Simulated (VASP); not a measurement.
Crystal: SiBr5.

```
Si Br
1.0
     0.00000    4.54156    4.54156
     4.54156    0.00000    4.54156
     4.54156    4.54156    0.00000
Si Br
1 5
Direct
  0.00000 0.00000 0.00000
  0.75000 0.75000 0.75000
  0.37500 0.37500 0.87500
  0.37500 0.87500 0.37500
  0.87500 0.37500 0.37500
  0.37500 0.37500 0.37500
```

The cell was generated, and may not be a known phase.

* Program: VASP 6.6.1
* Task: relaxation of cell and atoms
* Functional: PBE
* Potentials or basis: VASP PAW PBE potentials, release 64 (Si, Br)
* Cutoff: 600 eV
* k mesh: 8 × 8 × 8
* Occupations: gaussian, width 0.1 eV
* Spin: no spin polarisation

At the start: pressure -2.8 GPa; volume 31.22 Å³/atom.

Task: How do energy, volume and symmetry change on relaxing?

Result: Over 4 steps the energy falls by 39.4 meV/atom and the volume is 27.28 Å³/atom (-12.6 %); space group F-43m (No. 216, to 0.1 Å) before and after.

Step by step:
| step | energy change (eV) | largest force (eV/Å) | pressure (GPa) | volume (Å³) |
| --- | --- | --- | --- | --- |
| 1 | 0.0000 | 0.0110 | -2.79 | 187.35 |
| 2 | -0.1938 | 0.0010 | -1.40 | 172.98 |
| 3 | -0.2359 | 0.0089 | -0.14 | 164.59 |
| 4 | -0.2363 | 0.0097 | 0.01 | 163.70 |

Final structure:
```yaml
crystal:
  lattice:
    - [0.00000, 4.34183, 4.34183]
    - [4.34183, 0.00000, 4.34183]
    - [4.34183, 4.34183, 0.00000]
  atoms:
    - { symbol: Si, position: [0.00000, 0.00000, 0.00000] }
    - { symbol: Br, position: [0.75000, 0.75000, 0.75000] }
    - { symbol: Br, position: [0.37494, 0.37494, 0.87517] }
    - { symbol: Br, position: [0.37494, 0.87517, 0.37494] }
    - { symbol: Br, position: [0.87517, 0.37494, 0.37494] }
    - { symbol: Br, position: [0.37494, 0.37494, 0.37494] }
```

Caveat: an odd number of electrons without spin polarisation forces a metal; a magnetic or distorted state may lie lower.
